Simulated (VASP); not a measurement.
# Te2Mo in VASP: a series of runs

Te2Mo is run at these levels: r2SCAN; tasks: single point.

Program: VASP 6.6.1. These are calculated values, not measurements. Logs are shortened: lines on timing, memory, paths and dates and some standing lists are left out, and cuts for length are marked.

### 1 The cell of the first run

The cell holds a slab with vacuum, 3 atoms: a = 3.560 Å, b = 3.560 Å, c = 17.524 Å, α = 90.00°, β = 90.00°, γ = 120.00°.

### 2 Single point, r2SCAN (atoms moved at random)

POSCAR

```
Te2Mo
1.0
    3.5602328140      0.0000000000      0.0000000000
   -1.7801164070      3.0832520603      0.0000000000
    0.0000000000      0.0000000000     17.5240578200
Te Mo
2 1
Direct
    0.3221089277      0.6241354288      0.8920232255
    0.3518854459      0.7122058449      0.1055357749
   -0.0073277070     -0.0030079403      0.0024409997
```

INCAR.step1

```
SYSTEM = Te2Mo
PREC = Accurate
ENCUT = 520
ISMEAR = 0
SIGMA = 0.05
LREAL = .FALSE.
LASPH = .TRUE.
NELM = 100
NBANDS = 20
GGA = PE
ALGO = Normal
EDIFF = 1E-4
LWAVE = .TRUE.
LCHARG = .FALSE.
```

INCAR.step2

```
SYSTEM = Te2Mo
PREC = Accurate
ENCUT = 520
EDIFF = 1E-6
ISMEAR = 0
SIGMA = 0.05
LREAL = .FALSE.
LASPH = .TRUE.
NELM = 100
ALGO = Normal
ISIF = 2
LWAVE = .FALSE.
LCHARG = .FALSE.
METAGGA = R2SCAN
LMIXTAU = .TRUE.
NBANDS = 20
ISTART = 1
```

KPOINTS

```
Automatic mesh
0
G
  12 12 2
  0 0 0
```

Potentials or basis: VASP PAW PBE potentials, release 64 (Te, Mo_sv).

Launch:

```console
$ cat potpaw_PBE.64/Te/POTCAR potpaw_PBE.64/Mo_sv/POTCAR > POTCAR
$ cp INCAR.step1 INCAR
$ mpirun -np 1 vasp_std > vasp.out
$ cp INCAR.step2 INCAR
$ mpirun -np 1 vasp_std > vasp.out
```

OUTCAR:

```text
SYSTEM = Te2Mo
   PREC = Accurate
   ENCUT = 520
   EDIFF = 1E-6
   ISMEAR = 0
   LREAL = .FALSE.
   LASPH = .TRUE.
   NELM = 100
   ISIF = 2
   METAGGA = R2SCAN
   ISTART = 1

 ion  position               nearest neighbor table
   1  0.322  0.624  0.892-   3 2.74   3 2.83   3 2.90
   2  0.352  0.712  0.106-   3 2.68   3 2.69   3 2.85
   3  0.993  0.997  0.002-   2 2.68   2 2.69   1 2.74   1 2.83   2 2.85   1 2.90

  LATTYP: Found a hexagonal cell.
 ALAT       =     3.5602328140
 C/A-ratio  =     4.9221662558

  Lattice vectors:

 A1 = (   3.5602328140,   0.0000000000,   0.0000000000)
 A2 = (  -1.7801164070,   3.0832520603,   0.0000000000)
 A3 = (   0.0000000000,   0.0000000000,  17.5240578200)

Analysis of symmetry for initial positions (statically):
=====================================================================
 Subroutine PRICEL returns:
 Original cell was already a primitive cell.

 Routine SETGRP: Setting up the symmetry group for a
 hexagonal supercell.

 Subroutine GETGRP returns: Found  1 space group operations
 (whereof  1 operations were pure point group operations)
 out of a pool of 24 trial point group operations.

The static configuration has the point symmetry C_1 .

Analysis of symmetry for dynamics (positions and initial velocities):
=====================================================================
 Subroutine PRICEL returns:
 Original cell was already a primitive cell.

 Routine SETGRP: Setting up the symmetry group for a
 hexagonal supercell.

 Subroutine GETGRP returns: Found  1 space group operations
 (whereof  1 operations were pure point group operations)
 out of a pool of 24 trial point group operations.

The dynamic configuration has the point symmetry C_1 .

 Subroutine INISYM returns: Found  1 space group operations
 (whereof  1 operations are pure point group operations),
 and found     1 'primitive' translations

----------------------------------------------------------------------------------------

                                     Primitive cell

  volume of cell :     192.3633

  direct lattice vectors                    reciprocal lattice vectors
     3.560232814  0.000000000  0.000000000     0.280880508  0.162166437  0.000000000
    -1.780116407  3.083252060  0.000000000     0.000000000  0.324332873  0.000000000
     0.000000000  0.000000000 17.524057820     0.000000000  0.000000000  0.057064409

  length of vectors
     3.560232814  3.560232814 17.524057820     0.324332873  0.324332873  0.057064409

  position of ions in fractional coordinates (direct lattice)
     0.322108928  0.624135429  0.892023225
     0.351885446  0.712205845  0.105535775
     0.992672293  0.996992060  0.002441000

  ion indices of the primitive-cell ions
   primitive index   ion index
                 1           1
                 2           2
                 3           3

----------------------------------------------------------------------------------------

 KPOINTS: Automatic mesh

Automatic generation of k-mesh.
 Grid dimensions read from file:
 generate k-points for:   12   12    2

 Generating k-lattice:

  Cartesian coordinates                     Fractional coordinates (reciprocal lattice)
     0.023406709  0.013513870  0.000000000     0.083333333  0.000000000  0.000000000
     0.000000000  0.027027739  0.000000000     0.000000000  0.083333333  0.000000000
     0.000000000  0.000000000  0.028532204     0.000000000  0.000000000  0.500000000

  Length of vectors
     0.027027739  0.027027739  0.028532204

  Shift w.r.t. Gamma in fractional coordinates (k-lattice)
     0.000000000  0.000000000  0.000000000

 Subroutine IBZKPT returns following result:
 ===========================================

 Found    148 irreducible k-points:

 Following reciprocal coordinates:
            Coordinates               Weight
  0.000000  0.000000  0.000000      1.000000
  0.083333  0.000000  0.000000      2.000000
  0.000000  0.083333  0.000000      2.000000
 -0.083333  0.083333  0.000000      2.000000
  0.166667  0.000000  0.000000      2.000000
  0.000000  0.166667  0.000000      2.000000
[... 16 lines left out ...]
  0.166667  0.083333  0.000000      2.000000
 -0.083333  0.250000  0.000000      2.000000
 [... further k-points ...]
   k-points           NKPTS =    148   k-points in BZ     NKDIM =    148   number of bands    NBANDS=     20
   number of dos      NEDOS =    301   number of ions     NIONS =      3
   total plane-waves  NPLWV = 109760
   dimension x,y,z NGX =    28 NGY =   28 NGZ =  140
   dimension x,y,z NGXF=    56 NGYF=   56 NGZF=  280
   ions per type =               2   1
   NGX,Y,Z   is equivalent  to a cutoff of  13.07, 13.07, 13.28 a.u.
   NGXF,Y,Z  is equivalent  to a cutoff of  26.15, 26.15, 26.56 a.u.
 SYSTEM =  Te2Mo
   PREC   = accura    normal or accurate (medium, high low for compatibility)
   ISTART =      1    job   : 0-new  1-cont  2-samecut
   ICHARG =      0    charge: 1-file 2-atom 10-const
   ISPIN  =      1    spin polarized calculation?
   LNONCOLLINEAR =      F non collinear calculations
   LSORBIT =      F    spin-orbit coupling
   LASPH  =      T    aspherical Exc in radial PAW
   ENCUT  =  520.0 eV  38.22 Ry    6.18 a.u.   6.62  6.62 32.58*2*pi/ulx,y,z
   NELM   =    100;   NELMIN=  2; NELMDL=  0     # of ELM steps
   EDIFF  = 0.1E-05   stopping-criterion for ELM
   LREAL  =      F    real-space projection
[... 7 lines left out ...]
   TEBEG  =    0.0;   TEEND  =   0.0 temperature during run
   PSTRESS=    0.0 pullay stress
   NELECT =      26.0000    total number of electrons
   NUPDOWN=      -1.0000    fix difference up-down
   EMIN   =  10.00;   EMAX   =-10.00  energy-range for DOS
   EFERMI =   0.00;   METHOD = LEGACY
   ISMEAR =     0;   SIGMA  =   0.05  broadening in eV -4-tet -1-fermi 0-gaus
   EFERMI_NEDOS =   21; number of points for ismear=-14 and -15
   IALGO  =     38    algorithm
   IMIX   =      4    mixing-type and parameters
     AMIX     =   0.40;   BMIX     =  1.00
     AMIX_MAG =   1.60;   BMIX_MAG =  1.00
  volume/ion in A,a.u.               =      64.12       432.71
  Fermi-wavevector in a.u.,A,eV,Ry     =   0.840153  1.587660  9.603777  0.705858
  Thomas-Fermi vector in A             =   1.954489
   LORBIT       =      0    0 simple, 1 ext, 2 COOP (PROOUT), +10 PAW based schemes
   METAGGA = R2SCAN    functional components
   LHFCALC =     F    Hartree Fock is set to
   AEXX    =    0.0000 exact exchange contribution
   IVDW    =     0    specifies the selected vdW correction
   LEPSILON=     F    determine dielectric tensor
   LRPA    =     F    only Hartree local field effects (RPA)
 non-spin polarized calculation
 Gauss-broadening in eV      SIGMA  =   0.05
  energy-cutoff  :      520.00
  volume of cell :      192.36
 maximum number of plane-waves:      5262
   NGX = 13   NGY = 13   NGZ = 65

 number of electron      26.0000000 magnetization

 Free energy of the ion-electron system (eV)
  ---------------------------------------------------
  ext. energy  EPLUGINS =         0.00000000
  ---------------------------------------------------
  free energy    TOTEN  =       -77.54568993 eV

  energy without entropy =      -77.54568993  energy(sigma->0) =      -77.54568993

 E-fermi :   0.4316     XC(G=0):  -4.8473

 val. band max:        0.0919400146   @ k =   0.3333   0.3333   0.5000
 cond. band min:       1.2564448116   @ k =  -0.1667   0.3333   0.0000
 fundamental gap:      1.1645047970
 Fermi energy:         0.4316421597

 k-point     1 :       0.0000    0.0000    0.0000
  band No.  band energies     occupation
      1     -62.6482      2.00000
      2     -36.0638      2.00000
      3     -35.9484      2.00000
      4     -35.9440      2.00000
      5     -12.8997      2.00000
      6     -12.0459      2.00000
[... 12 lines left out ...]
     19       5.2241      0.00000
     20       5.8855      0.00000

 k-point     2 :       0.0833    0.0000    0.0000
  band No.  band energies     occupation
      1     -62.6476      2.00000
      2     -36.0621      2.00000
      3     -35.9565      2.00000
      4     -35.9459      2.00000
      5     -12.8019      2.00000
      6     -11.9757      2.00000
[... 12 lines left out ...]
     19       5.3415      0.00000
     20       6.0438      0.00000

 k-point     3 :       0.0000    0.0833    0.0000
  band No.  band energies     occupation
      1     -62.6476      2.00000
      2     -36.0622      2.00000
      3     -35.9536      2.00000
      4     -35.9487      2.00000
      5     -12.8025      2.00000
      6     -11.9746      2.00000
[... 12 lines left out ...]
     19       5.3380      0.00000
     20       6.0395      0.00000

 k-point     4 :      -0.0833    0.0833    0.0000
  band No.  band energies     occupation
      1     -62.6476      2.00000
      2     -36.0621      2.00000
      3     -35.9542      2.00000
      4     -35.9481      2.00000
      5     -12.8026      2.00000
      6     -11.9747      2.00000
[... 12 lines left out ...]
     19       5.3404      0.00000
     20       6.0424      0.00000

 k-point     5 :       0.1667    0.0000    0.0000
  band No.  band energies     occupation
      1     -62.6460      2.00000
      2     -36.0574      2.00000
      3     -35.9784      2.00000
      4     -35.9511      2.00000
      5     -12.5177      2.00000
      6     -11.7720      2.00000
[... 12 lines left out ...]
     19       5.6780      0.00000
     20       6.3520      0.00000
[... 353 lines left out ...]
      6     -11.8344      2.00000
[... 12 lines left out ...]
     19       5.5627      0.00000
     20       6.2674      0.00000

 k-point    22 :      -0.1667    0.0833    0.0000
  band No.  band energies     occupation
      1     -62.6465      2.00000
      2     -36.0589      2.00000
      3     -35.9705      2.00000
      4     -35.9505      2.00000
      5     -12.6117      2.00000
      6     -11.8376      2.00000
[... 12 lines left out ...]
     19       5.5702      0.00000
     20       6.2739      0.00000

 k-point    23 :       0.1667    0.0833    0.0000
  band No.  band energies     occupation
      1     -62.6445      2.00000
      2     -36.0534      2.00000
      3     -35.9952      2.00000
      4     -35.9575      2.00000
      5     -12.2483      2.00000
      6     -11.5781      2.00000
[... 12 lines left out ...]
     19       6.0012      0.00000
     20       6.6426      0.00000

 k-point    24 :      -0.0833    0.2500    0.0000
  band No.  band energies     occupation
      1     -62.6446      2.00000
      2     -36.0537      2.00000
      3     -35.9906      2.00000
      4     -35.9613      2.00000
      5     -12.2532      2.00000
      6     -11.5700      2.00000
[... 12 lines left out ...]
     19       5.9895      0.00000
     20       6.6327      0.00000

 [... further k-points ...]

------------------------ aborting loop because EDIFF is reached ----------------------------------------

  FORCE on cell =-STRESS in cart. coord.  units (eV):
  Direction    XX          YY          ZZ          XY          YZ          ZX
  --------------------------------------------------------------------------------------
  -------------------------------------------------------------------------------------
  Total       -0.7503364     -1.3418358     -3.1772820      0.0814294     -2.5947628      0.3328728
  in kB       -6.2494891    -11.1760373    -26.4633144      0.6782189    -21.6115611      2.7724697
  external PRESSURE =     -14.6296136 kB  Pullay stress =       0.0000000 kB

 VOLUME and BASIS-vectors are now :
 -----------------------------------------------------------------------------
  energy-cutoff  :      520.00
  volume of cell :      192.36
      direct lattice vectors                 reciprocal lattice vectors
     3.560232814  0.000000000  0.000000000     0.280880508  0.162166437  0.000000000
    -1.780116407  3.083252060  0.000000000     0.000000000  0.324332873  0.000000000
     0.000000000  0.000000000 17.524057820     0.000000000  0.000000000  0.057064409

 POSITION                                       TOTAL-FORCE (eV/Angst)
 -----------------------------------------------------------------------------------
      0.03575      1.92437     15.63187        -0.227751      0.581035      1.404597
     -0.01502      2.19591      1.84942        -0.059701     -0.813918     -0.248914
      1.75938      3.07398      0.04278         0.287452      0.232883     -1.155683
 -----------------------------------------------------------------------------------
    total drift:                               -0.000180     -0.000053      0.000506

  FREE ENERGIE OF THE ION-ELECTRON SYSTEM (eV)
  ---------------------------------------------------
  free  energy   TOTEN  =       -77.5456899322 eV

  energy  without entropy=      -77.5456899322  energy(sigma->0) =      -77.54568993
```

Wall time 21 min (1 thread of Intel Xeon 6975P-C (Granite Rapids), shared host); peak memory 0.74 GiB.

Results:

```
Free energy            : -77.5457 eV
Largest force          : 1.537 eV/Å
Band gap on the k mesh : 1.16 eV (least direct gap 1.19 eV)
```

Forces in eV/Å, atoms in the order of the input:
```
Te  -0.228  0.581  1.405
Te  -0.060 -0.814 -0.249
Mo   0.287  0.233 -1.156
```

Caveat: the cell differs from its parent crystal (atoms moved at random); there is no dipole correction, which matters where the two faces differ; the PAW data sets were made with another functional, which shifts forces and pressure a little; spin-orbit coupling is left out, which moves the levels of the heavy elements.

### 3 Single point, r2SCAN (atoms moved at random and the cell strained at random)

POSCAR

```
Te2Mo
1.0
    3.5647507477     -0.0154244482     -0.0209874545
   -1.7957333379      3.1046397268     -0.0011168618
   -0.1033037404     -0.0659902694     17.3016318289
Te Mo
2 1
Direct
    0.3671585016      0.7430726985      0.9049793876
    0.3318392500      0.6353744590      0.1033077838
   -0.0323310849     -0.0451138242     -0.0082871713
```

INCAR.step1

```
ALGO     = Normal         # electronic algorithm
EDIFF    = 1E-4           # SCF threshold, eV
ENCUT    = 520            # plane-wave cutoff, eV
GGA      = PE             # functional
ISMEAR   = 0              # smearing method
LASPH    = True           # aspherical terms in the spheres
LCHARG   = False          # write CHGCAR
LREAL    = False          # projectors in reciprocal space
LWAVE    = True           # write WAVECAR
NBANDS   = 20             # bands
NELM     = 60             # most SCF steps
PREC     = Accurate       # precision mode
SIGMA    = 0.05           # smearing width, eV
```

INCAR.step2

```
ALGO     = Normal         # electronic algorithm
EDIFF    = 1E-6           # SCF threshold, eV
ENCUT    = 520            # plane-wave cutoff, eV
ISIF     = 2              # what is computed and relaxed
ISMEAR   = 0              # smearing method
ISTART   = 1            
LASPH    = True           # aspherical terms in the spheres
LCHARG   = False          # write CHGCAR
LMIXTAU  = True         
LREAL    = False          # projectors in reciprocal space
LWAVE    = False          # write WAVECAR
METAGGA  = R2SCAN         # meta-GGA
NBANDS   = 20             # bands
NELM     = 60             # most SCF steps
PREC     = Accurate       # precision mode
SIGMA    = 0.05           # smearing width, eV
```

KPOINTS

```
k-points
0
Gamma
  12 12 2
```

Potentials or basis: VASP PAW PBE potentials, release 64 (Te, Mo_sv).

Launch:

```console
$ cat potpaw_PBE.64/Te/POTCAR potpaw_PBE.64/Mo_sv/POTCAR > POTCAR
$ cp INCAR.step1 INCAR
$ mpirun -np 1 vasp_std > vasp.out
$ cp INCAR.step2 INCAR
$ mpirun -np 1 vasp_std > vasp.out
```

Run time: 21 min. Hardware: 1 thread of Intel Xeon 6975P-C (Granite Rapids), shared host; peak memory 0.73 GiB.

The run converged. Its results:

* Free energy: -76.3186 eV
* Largest force: 7.777 eV/Å
* Band gap on the k mesh: 0.40 eV (least direct gap 1.01 eV)

Forces in eV/Å, atoms in the order of the input:
```
Te  -0.898 -3.264 -5.970
Te  -0.249 -0.378 -0.805
Mo   1.147  3.642  6.775
```

Levels at points of the mesh, in eV from the valence-band top:
```tsv
k point	band 9	band 10	band 11	band 12	band 13	band 14	band 15	band 16	band 17	band 18
(0.00, 0.00, 0.00)	-3.00	-2.22	-1.87	-0.97	-0.06	1.81	2.36	3.21	4.22	4.35
(0.50, 0.00, 0.00)	-3.97	-2.95	-2.23	-1.62	-0.64	0.62	1.22	2.65	3.57	4.40
(0.00, 0.50, 0.00)	-4.42	-3.72	-2.18	-1.00	-0.19	0.90	1.52	2.74	3.81	4.04
(0.50, 0.50, 0.00)	-4.07	-2.91	-2.13	-1.65	-0.44	0.72	1.21	2.33	3.60	4.43
(0.00, 0.00, 0.50)	-3.00	-2.22	-1.87	-0.97	-0.06	1.81	2.36	3.21	4.22	4.44
(0.50, 0.00, 0.50)	-3.97	-2.95	-2.23	-1.62	-0.64	0.62	1.22	2.65	3.57	4.40
(0.00, 0.50, 0.50)	-4.42	-3.72	-2.18	-1.00	-0.19	0.90	1.52	2.74	3.81	4.04
(0.50, 0.50, 0.50)	-4.07	-2.91	-2.13	-1.65	-0.44	0.72	1.21	2.33	3.60	4.43
```

Caveat: the cell differs from its parent crystal (atoms moved at random and the cell strained at random); there is no dipole correction, which matters where the two faces differ; the PAW data sets were made with another functional, which shifts forces and pressure a little; spin-orbit coupling is left out, which moves the levels of the heavy elements.
